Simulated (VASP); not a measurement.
# MnPt2 (P4mm) in VASP: a series of runs

The runs below take MnPt2 through single point, relaxation of cell and atoms, with PBE.

Everything below comes from runs of VASP 6.6.1. Logs are shortened: lines on timing, memory, paths and dates and some standing lists are left out, and cuts for length are marked.

## Step 1: The cell of the first run

The structure is tetragonal, space group P4mm (No. 99). The conventional cell has a = 3.163 Å, b = 3.163 Å, c = 4.343 Å, α = 90.00°, β = 90.00°, γ = 90.00°. Mn (site symmetry 4mm) has 6 Pt at 2.01 to 2.75 Å within 2.8 Å. Within 3.0 Å of Pt (site symmetry 4mm) lie 4 Pt at 2.27 Å and 4 Mn at 2.75 Å. Within 2.7 Å of Pt (site symmetry 4mm) lie 2 Mn at 2.01 to 2.33 Å and 4 Pt at 2.27 Å.

The cell was generated, and may not be a known phase.

## Step 2: Single point, PBE, collinear spin, ferromagnetic start

INCAR reads:

```
SYSTEM = MnPt2
PREC = Accurate ; ENCUT = 520
EDIFF = 1E-7 ; ISMEAR = 0
SIGMA = 0.1 ; LREAL = .False.
LASPH = .True. ; NELM = 150
ALGO = Normal ; ISIF = 2
LWAVE = .False. ; LCHARG = .False.
ISPIN = 2 ; MAGMOM = 4 0 0
LORBIT = 11 ; LMAXMIX = 4
GGA = PE ; NBANDS = 28
```

KPOINTS reads:

```
Automatic mesh
0
Gamma
  6 6 4
  0 0 0
```

POSCAR reads:

```
MnPt2
1.0
    3.1634304800      0.0000000000      0.0000000000
    0.0000000000      3.1634304800      0.0000000000
    0.0000000000      0.0000000000      4.3428847300
Mn Pt
1 2
Direct
    0.5000000000      0.5000000000      0.3449520900
    0.0000000000      0.0000000000      0.9766648000
    0.5000000000      0.5000000000      0.8817466800
```

Potentials or basis: VASP PAW PBE potentials, release 64 (Mn_pv, Pt).

Launch:

```bash
cat potpaw_PBE.64/Mn_pv/POTCAR potpaw_PBE.64/Pt/POTCAR > POTCAR
mpirun -np 1 vasp_std > vasp.out
```

OUTCAR:

```text
SYSTEM = MnPt2
   PREC = Accurate
   ENCUT = 520
   EDIFF = 1E-7
   ISMEAR = 0
   LREAL = .False.
   LASPH = .True.
   NELM = 150
   ISIF = 2
   ISPIN = 2
   LORBIT = 11
   GGA = PE

 ion  position               nearest neighbor table
   1  0.500  0.500  0.345-   3 2.01   3 2.33   2 2.75   2 2.75   2 2.75   2 2.75
   2  0.000  0.000  0.977-   3 2.27   3 2.27   3 2.27   3 2.27   1 2.75   1 2.75   1 2.75   1 2.75

   3  0.500  0.500  0.882-   1 2.01   2 2.27   2 2.27   2 2.27   2 2.27   1 2.33

  LATTYP: Found a simple tetragonal cell.
 ALAT       =     3.1634304800
 C/A-ratio  =     1.3728402623

  Lattice vectors:

 A1 = (   3.1634304800,   0.0000000000,   0.0000000000)
 A2 = (   0.0000000000,   3.1634304800,   0.0000000000)
 A3 = (   0.0000000000,   0.0000000000,   4.3428847300)

Analysis of symmetry for initial positions (statically):
=====================================================================
 Subroutine PRICEL returns:
 Original cell was already a primitive cell.

 Routine SETGRP: Setting up the symmetry group for a
 simple tetragonal supercell.

 Subroutine GETGRP returns: Found  8 space group operations
 (whereof  8 operations were pure point group operations)
 out of a pool of 16 trial point group operations.

The static configuration has the point symmetry C_4v.

Analysis of symmetry for dynamics (positions and initial velocities):
=====================================================================
 Subroutine PRICEL returns:
 Original cell was already a primitive cell.

 Routine SETGRP: Setting up the symmetry group for a
 simple tetragonal supercell.

 Subroutine GETGRP returns: Found  8 space group operations
 (whereof  8 operations were pure point group operations)
 out of a pool of 16 trial point group operations.

The dynamic configuration has the point symmetry C_4v.

Analysis of structural, dynamic, and magnetic symmetry:
=====================================================================
 Subroutine PRICEL returns:
 Original cell was already a primitive cell.

 Routine SETGRP: Setting up the symmetry group for a
 simple tetragonal supercell.

 Subroutine GETGRP returns: Found  8 space group operations
 (whereof  8 operations were pure point group operations)
 out of a pool of 16 trial point group operations.

The overall configuration has the point symmetry C_4v.

 Subroutine INISYM returns: Found  8 space group operations
 (whereof  8 operations are pure point group operations),
 and found     1 'primitive' translations
[... 115 lines left out ...]
   IMIX   =      4    mixing-type and parameters
     AMIX     =   0.40;   BMIX     =  1.00
     AMIX_MAG =   1.60;   BMIX_MAG =  1.00
  volume/ion in A,a.u.               =      14.49        97.76
  Fermi-wavevector in a.u.,A,eV,Ry     =   1.493532  2.822366 30.349668  2.230638
  Thomas-Fermi vector in A             =   2.605920
   LORBIT       =     11    0 simple, 1 ext, 2 COOP (PROOUT), +10 PAW based schemes
   GGA     = PE    functional components
   LHFCALC =     F    Hartree Fock is set to
   AEXX    =    0.0000 exact exchange contribution
   IVDW    =     0    specifies the selected vdW correction
   LEPSILON=     F    determine dielectric tensor
   LRPA    =     F    only Hartree local field effects (RPA)
 spin polarized calculation
 Gauss-broadening in eV      SIGMA  =   0.10
  energy-cutoff  :      520.00
  volume of cell :       43.46
 maximum number of plane-waves:      1196
 NGX is ok and might be reduce to    24
   NGX = 11   NGY = 11   NGZ = 17

 number of electron      33.0000015 magnetization       3.7840277

 Free energy of the ion-electron system (eV)
  ---------------------------------------------------
  ext. energy  EPLUGINS =         0.00000000
  ---------------------------------------------------
  free energy    TOTEN  =       -13.94400215 eV

  energy without entropy =      -13.93356668  energy(sigma->0) =      -13.93878441

 E-fermi :  11.1720     XC(G=0): -12.8546

 val. band max:       11.1368557090   @ k =   0.5000   0.0000   0.5000
 cond. band min:      11.1740756208   @ k =   0.5000   0.5000   0.2500
 fundamental gap:      0.0372199118
 Fermi energy:        11.1720154796

 spin component 1

 k-point     1 :       0.0000    0.0000    0.0000
  band No.  band energies     occupation
      1     -38.9042      1.00000
      2     -38.6835      1.00000
      3     -38.6835      1.00000
      4       0.0641      1.00000
      5       0.9847      1.00000
      6       1.8874      1.00000
[... 733 lines left out ...]
     27      27.3435      0.00000
     28      28.0392      0.00000

 [... further k-points ...]

 spin component 2

 k-point     1 :       0.0000    0.0000    0.0000
  band No.  band energies     occupation
      1     -35.4501      1.00000
      2     -34.8933      1.00000
      3     -34.8933      1.00000
      4       0.1361      1.00000
      5       0.9897      1.00000
      6       1.9119      1.00000
[... 733 lines left out ...]
     27      27.8428      0.00000
     28      28.1653      0.00000

 [... further k-points ...]
[... 5 lines left out ...]
  --------------------------------------------------------------------------------------
  -------------------------------------------------------------------------------------
  Total       32.0514860     32.0514860     30.1170428      0.0000000      0.0000000      0.0000000
  in kB     1181.5819829   1181.5819829   1110.2684948      0.0000000      0.0000000      0.0000000
  external PRESSURE =    1157.8108202 kB  Pullay stress =       0.0000000 kB

 VOLUME and BASIS-vectors are now :
 -----------------------------------------------------------------------------
  energy-cutoff  :      520.00
  volume of cell :       43.46
      direct lattice vectors                 reciprocal lattice vectors
     3.163430480  0.000000000  0.000000000     0.316112526  0.000000000  0.000000000
     0.000000000  3.163430480  0.000000000     0.000000000  0.316112526  0.000000000
     0.000000000  0.000000000  4.342884730     0.000000000  0.000000000  0.230261695

 POSITION                                       TOTAL-FORCE (eV/Angst)
 -----------------------------------------------------------------------------------
      1.58172      1.58172      1.49809        -0.000000     -0.000000      8.628313
      0.00000      0.00000      4.24154         0.000000      0.000000      5.516099
      1.58172      1.58172      3.82932         0.000000      0.000000    -14.144412
 -----------------------------------------------------------------------------------
    total drift:                                0.000000     -0.000000     -0.001243

  FREE ENERGIE OF THE ION-ELECTRON SYSTEM (eV)
  ---------------------------------------------------
  free  energy   TOTEN  =       -13.9440021496 eV

  energy  without entropy=      -13.9335666780  energy(sigma->0) =      -13.93878441

 total charge

# of ion       s       p       d       tot
------------------------------------------
    1        0.359   6.310   5.226  11.895
    2        0.917   0.876   8.408  10.200
    3        1.041   0.996   8.532  10.570
--------------------------------------------------
tot          2.317   8.181  22.166  32.664

 magnetization (x)

# of ion       s       p       d       tot
------------------------------------------
    1        0.034   0.043   3.410   3.486
    2        0.005  -0.040   0.038   0.003
    3       -0.005   0.021   0.104   0.120
--------------------------------------------------
tot          0.033   0.023   3.552   3.609
```

stdout:

```text
POSCAR found type information on POSCAR MnPt
 POSCAR found :  2 types and       3 ions
 scaLAPACK will be used
 LDA part: xc-table for (Slater+PW92), standard interpolation
 POSCAR, INCAR and KPOINTS ok, starting setup
 FFT: planning ... GRIDC
 FFT: planning ... GRID_SOFT
 FFT: planning ... GRID
 WAVECAR not read
 entering main loop
```

Run time: 42 s. Hardware: 1 thread of AMD EPYC 9R45 (Zen 5), shared host; peak memory 0.17 GiB.

Results:

```
Free energy                                           : -13.9440 eV
Pressure                                              : 115.8 GPa
Largest force                                         : 14.144 eV/Å
Net moment                                            : 3.78 μB per cell
Site moments                                          : Mn +3.49; Pt +0.00, +0.12 μB
Valence electrons inside the program's atomic spheres : Mn 11.89; Pt 10.20, 10.57
```

Forces on the atoms (eV/Å):
```
Mn    0.000   0.000   8.628
Pt    0.000   0.000   5.516
Pt    0.000   0.000 -14.144
```

Levels at points of the mesh, in eV from the Fermi level:
Spin up:
```tsv
k point	band 14	band 15	band 16	band 17	band 18	band 19	band 20	band 21	band 22	band 23
(0.00, 0.00, 0.00)	-2.12	-1.84	-0.40	-0.40	0.50	1.44	3.36	6.52	6.62	6.62
(0.50, 0.00, 0.00)	-2.70	-2.11	-1.80	-0.89	-0.46	-0.32	0.03	5.18	5.70	9.22
(0.50, 0.50, 0.00)	-1.50	-1.45	-1.00	-1.00	-0.54	-0.54	0.53	5.11	6.68	8.37
(0.00, 0.00, 0.50)	-2.52	-2.04	-2.04	-1.92	-1.82	0.61	3.40	9.63	9.63	11.00
(0.50, 0.00, 0.50)	-2.58	-2.42	-2.12	-2.10	-1.74	-0.85	-0.50	1.91	2.39	13.25
(0.50, 0.50, 0.50)	-2.47	-2.34	-2.05	-2.05	-1.55	2.08	2.08	3.13	5.25	5.78
```
Spin down:
```csv
k point,band 11,band 12,band 13,band 14,band 15,band 16,band 17,band 18,band 19,band 20
"(0.00, 0.00, 0.00)",-2.26,-2.26,-1.34,-0.10,0.69,1.57,2.31,2.31,2.33,3.42
"(0.50, 0.00, 0.00)",-3.46,-2.66,-2.51,-2.42,-1.95,0.66,1.58,2.03,2.35,2.59
"(0.50, 0.50, 0.00)",-2.73,-2.35,-2.35,-0.74,-0.74,0.71,2.11,2.11,2.11,3.05
"(0.00, 0.00, 0.50)",-3.41,-2.09,-2.09,-0.71,0.30,0.53,0.53,1.08,1.41,3.54
"(0.50, 0.00, 0.50)",-3.02,-2.52,-2.30,-2.19,-1.97,-0.04,0.96,0.97,0.98,1.66
"(0.50, 0.50, 0.50)",-2.72,-2.36,-2.36,-1.23,-1.23,-0.94,0.12,2.06,3.19,3.19
```

Caveat: the k points lie up to 0.36 Å⁻¹ apart; spin-orbit coupling is left out, which moves the levels of the heavy elements; forces of over 1 eV/Å act on the atoms, so gaps and moduli don't describe the material at rest.

## Step 3: Single point, PBE, collinear spin, ferromagnetic start

This run uses another cell than the first one, of 16.40 Å³/atom.

INCAR reads:

```
ALGO = Normal
EDIFF = 1E-6
ENCUT = 520
GGA = PE
ISIF = 2
ISMEAR = 0
ISPIN = 2
LASPH = T
LCHARG = T
LELF = T
LMAXMIX = 4
LORBIT = 11
LREAL = F
LVHAR = T
LWAVE = F
MAGMOM = 4 0 0
NBANDS = 28
NELM = 150
PREC = Accurate
SIGMA = 0.1
```

KPOINTS reads:

```
k-points
0
Gamma
  6 6 4
```

POSCAR reads:

```
MnPt2
1.0
    2.7974932675      0.0000000000      0.0000000000
    0.0000000000      2.7974932675      0.0000000000
    0.0000000000      0.0000000000      6.2850563317
Mn Pt
1 2
Direct
    0.5000000000      0.5000000000      0.3648449462
    0.0000000000      0.0000000000      1.0851848584
    0.5000000000      0.5000000000      0.7533337654
```

Potentials or basis: VASP PAW PBE potentials, release 64 (Mn_pv, Pt).

Launch:

```bash
cat potpaw_PBE.64/Mn_pv/POTCAR potpaw_PBE.64/Pt/POTCAR > POTCAR
mpirun -np 1 vasp_std > vasp.out
```

OUTCAR:

```text
EDIFF = 1E-6
   ENCUT = 520
   GGA = PE
   ISIF = 2
   ISMEAR = 0
   ISPIN = 2
   LASPH = T
   LORBIT = 11
   LREAL = F
   NELM = 150
   PREC = Accurate

 ion  position               nearest neighbor table
   1  0.500  0.500  0.365-   3 2.44   2 2.65   2 2.65   2 2.65   2 2.65
   2  0.000  0.000  0.085-   1 2.65   1 2.65   1 2.65   1 2.65   3 2.87   3 2.87   3 2.87   3 2.87

   3  0.500  0.500  0.753-   1 2.44   2 2.87   2 2.87   2 2.87   2 2.87

  LATTYP: Found a simple tetragonal cell.
 ALAT       =     2.7974932675
 C/A-ratio  =     2.2466743369

  Lattice vectors:

 A1 = (   2.7974932675,   0.0000000000,   0.0000000000)
 A2 = (   0.0000000000,   2.7974932675,   0.0000000000)
 A3 = (   0.0000000000,   0.0000000000,   6.2850563317)

Analysis of symmetry for initial positions (statically):
=====================================================================
 Subroutine PRICEL returns:
 Original cell was already a primitive cell.

 Routine SETGRP: Setting up the symmetry group for a
 simple tetragonal supercell.

 Subroutine GETGRP returns: Found  8 space group operations
 (whereof  8 operations were pure point group operations)
 out of a pool of 16 trial point group operations.

The static configuration has the point symmetry C_4v.

Analysis of symmetry for dynamics (positions and initial velocities):
=====================================================================
 Subroutine PRICEL returns:
 Original cell was already a primitive cell.

 Routine SETGRP: Setting up the symmetry group for a
 simple tetragonal supercell.

 Subroutine GETGRP returns: Found  8 space group operations
 (whereof  8 operations were pure point group operations)
 out of a pool of 16 trial point group operations.

The dynamic configuration has the point symmetry C_4v.

Analysis of structural, dynamic, and magnetic symmetry:
=====================================================================
 Subroutine PRICEL returns:
[... 151 lines left out ...]

 Free energy of the ion-electron system (eV)
  ---------------------------------------------------
  ext. energy  EPLUGINS =         0.00000000
  ---------------------------------------------------
  free energy    TOTEN  =       -21.19226117 eV

  energy without entropy =      -21.18225529  energy(sigma->0) =      -21.18725823

 E-fermi :   8.5385     XC(G=0): -12.4034

 val. band max:        8.5031250717   @ k =   0.1667   0.0000   0.2500
 cond. band min:       8.5443256083   @ k =   0.0000   0.0000   0.0000
 fundamental gap:      0.0412005365
 Fermi energy:         8.5385103898

 spin component 1

 k-point     1 :       0.0000    0.0000    0.0000
  band No.  band energies     occupation
      1     -41.3311      1.00000
      2     -41.3311      1.00000
      3     -41.2714      1.00000
      4      -0.3767      1.00000
      5       2.3080      1.00000
      6       2.8238      1.00000
[... 733 lines left out ...]
     27      24.4496      0.00000
     28      24.6182      0.00000

 [... further k-points ...]

 spin component 2

 k-point     1 :       0.0000    0.0000    0.0000
  band No.  band energies     occupation
      1     -37.3480      1.00000
      2     -37.2350      1.00000
      3     -37.2350      1.00000
      4      -0.1591      1.00000
      5       2.5112      1.00000
      6       3.1279      1.00000
[... 733 lines left out ...]
     27      24.5239      0.00000
     28      24.8261      0.00000

 [... further k-points ...]
[... 5 lines left out ...]
  --------------------------------------------------------------------------------------
  -------------------------------------------------------------------------------------
  Total       -0.0652528     -0.0652528      0.0325229      0.0000000      0.0000000      0.0000000
  in kB       -2.1255076     -2.1255076      1.0593822      0.0000000      0.0000000      0.0000000
  external PRESSURE =      -1.0638777 kB  Pullay stress =       0.0000000 kB

 VOLUME and BASIS-vectors are now :
 -----------------------------------------------------------------------------
  energy-cutoff  :      520.00
  volume of cell :       49.19
      direct lattice vectors                 reciprocal lattice vectors
     2.797493268  0.000000000  0.000000000     0.357462880  0.000000000  0.000000000
     0.000000000  2.797493268  0.000000000     0.000000000  0.357462880  0.000000000
     0.000000000  0.000000000  6.285056332     0.000000000  0.000000000  0.159107564

 POSITION                                       TOTAL-FORCE (eV/Angst)
 -----------------------------------------------------------------------------------
      1.39875      1.39875      2.29307         0.000000      0.000000     -0.009854
      0.00000      0.00000      0.53539         0.000000      0.000000     -0.022066
      1.39875      1.39875      4.73475         0.000000     -0.000000      0.031920
 -----------------------------------------------------------------------------------
    total drift:                                0.000000     -0.000000      0.000350

  FREE ENERGIE OF THE ION-ELECTRON SYSTEM (eV)
  ---------------------------------------------------
  free  energy   TOTEN  =       -21.1922611666 eV

  energy  without entropy=      -21.1822552932  energy(sigma->0) =      -21.18725823

 total charge

# of ion       s       p       d       tot
------------------------------------------
    1        0.325   6.249   4.957  11.532
    2        0.681   0.582   8.057   9.320
    3        0.654   0.458   8.061   9.173
--------------------------------------------------
tot          1.661   7.289  21.075  30.025

 magnetization (x)

# of ion       s       p       d       tot
------------------------------------------
    1        0.028   0.030   3.728   3.785
    2       -0.027  -0.016   0.303   0.260
    3       -0.014   0.001   0.125   0.112
--------------------------------------------------
tot         -0.014   0.015   4.156   4.157
```

OSZICAR:

```text
N       E                     dE             d eps       ncg     rms          rms(c)
DAV:   1     0.275864323508E+03    0.27586E+03   -0.16727E+04  3360   0.125E+03
DAV:   2    -0.108908811249E+02   -0.28676E+03   -0.26698E+03  3436   0.340E+02
DAV:   3    -0.226310906487E+02   -0.11740E+02   -0.11441E+02  3756   0.755E+01
DAV:   4    -0.227650587971E+02   -0.13397E+00   -0.13389E+00  3820   0.794E+00
DAV:   5    -0.227676521519E+02   -0.25934E-02   -0.25933E-02  3616   0.113E+00    0.177E+01
DAV:   6    -0.256279578334E+02   -0.28603E+01   -0.18773E+01  3800   0.442E+01    0.317E+01
DAV:   7    -0.212425287336E+02    0.43854E+01   -0.16060E+01  3984   0.480E+01    0.102E+01
DAV:   8    -0.212546335944E+02   -0.12105E-01   -0.83694E-01  3712   0.756E+00    0.576E+00
DAV:   9    -0.212110114067E+02    0.43622E-01   -0.14814E-01  3752   0.384E+00    0.262E+00
DAV:  10    -0.211917466176E+02    0.19265E-01   -0.60018E-02  4196   0.271E+00    0.104E+00
DAV:  11    -0.211925060530E+02   -0.75944E-03   -0.10709E-02  3788   0.101E+00    0.394E-01
DAV:  12    -0.211922348206E+02    0.27123E-03   -0.20196E-03  3824   0.470E-01    0.193E-01
DAV:  13    -0.211922546774E+02   -0.19857E-04   -0.48314E-04  3796   0.236E-01    0.771E-02
DAV:  14    -0.211922668123E+02   -0.12135E-04   -0.12860E-04  3672   0.111E-01    0.422E-02
DAV:  15    -0.211922608941E+02    0.59182E-05   -0.18239E-05  3688   0.531E-02    0.143E-02
DAV:  16    -0.211922611666E+02   -0.27253E-06   -0.37576E-06  3604   0.187E-02
   1 F= -.21192261E+02 E0= -.21187258E+02  d E =-.100059E-01  mag=     4.3642
```

stdout:

```text
POSCAR found type information on POSCAR MnPt
 POSCAR found :  2 types and       3 ions
 scaLAPACK will be used
 LDA part: xc-table for (Slater+PW92), standard interpolation
 POSCAR, INCAR and KPOINTS ok, starting setup
 FFT: planning ... GRIDC
 FFT: planning ... GRID_SOFT
 FFT: planning ... GRID
 WAVECAR not read
 entering main loop
```

Run time: 48 s. Hardware: 1 thread of AMD EPYC 9R45 (Zen 5), shared host; peak memory 0.2 GiB.

What came out:

```
Free energy                                           : -21.1923 eV
Pressure                                              : -0.1 GPa
Largest force                                         : 0.032 eV/Å
Net moment                                            : 4.36 μB per cell
Site moments                                          : Mn +3.79; Pt +0.26, +0.11 μB
Valence electrons inside the program's atomic spheres : Mn 11.53; Pt 9.32, 9.17
```

Forces in eV/Å, atoms in the order of the input:
```
Mn   0.000  0.000 -0.010
Pt   0.000  0.000 -0.022
Pt   0.000  0.000  0.032
```

Caveat: the k points lie up to 0.37 Å⁻¹ apart; spin-orbit coupling is left out, which moves the levels of the heavy elements.

[end of part 1 of 2]
